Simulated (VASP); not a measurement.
Input of a VASP 6.6.1 run:

Contents of INCAR:

```
SYSTEM = Si
ALGO = Normal
EDIFF = 1E-6
ENCUT = 520
GGA = CA
ISIF = 2
ISMEAR = 0
LASPH = .TRUE.
LCHARG = .FALSE.
LREAL = .FALSE.
LWAVE = .FALSE.
NBANDS = 26
NELM = 80
PREC = Accurate
SIGMA = 0.03
```

File KPOINTS:

```
k-points
0
G
  10 10 3
  0 0 0
```

The input POSCAR:

```
Si
1.0
   -3.8016851185      0.0000000000      0.0000000000
   -1.9008425592     -3.2923558898      0.0000000000
   -0.4752106398     -0.8230889725     12.5773876662
Si
8
Direct
    0.3333333333      0.1067038276      0.9065180230
    0.3333333333      0.2317038276      0.4065180230
    0.6666666667      0.6275371609      0.1565180230
    0.6666666667      0.5025371609      0.6565180230
    0.3333333333      0.3099628391      0.0934819770
    0.3333333333      0.1849628391      0.5934819770
    0.6666666667      0.5807961724      0.3434819770
    0.6666666667      0.4557961724      0.8434819770
```

Potentials or basis: VASP PAW LDA potentials, release 64 (Si).

Command:

```sh
$ cat potpaw_LDA.64/Si/POTCAR > POTCAR
$ mpirun -np 1 vasp_std > vasp.out
```

(1) What does it give for the band gap on the k mesh?

(2) What does it give for the pressure?

(3) What does it give for the largest force?

Results:

(1) 0.15 eV (least direct gap 1.15 eV).

(2) -0.6 GPa.

(3) 1.185 eV/Å.

Caveat: the cell differs from its parent crystal (the part above a cut slid along it); forces of over 1 eV/Å act on the atoms, so gaps and moduli don't describe the material at rest.
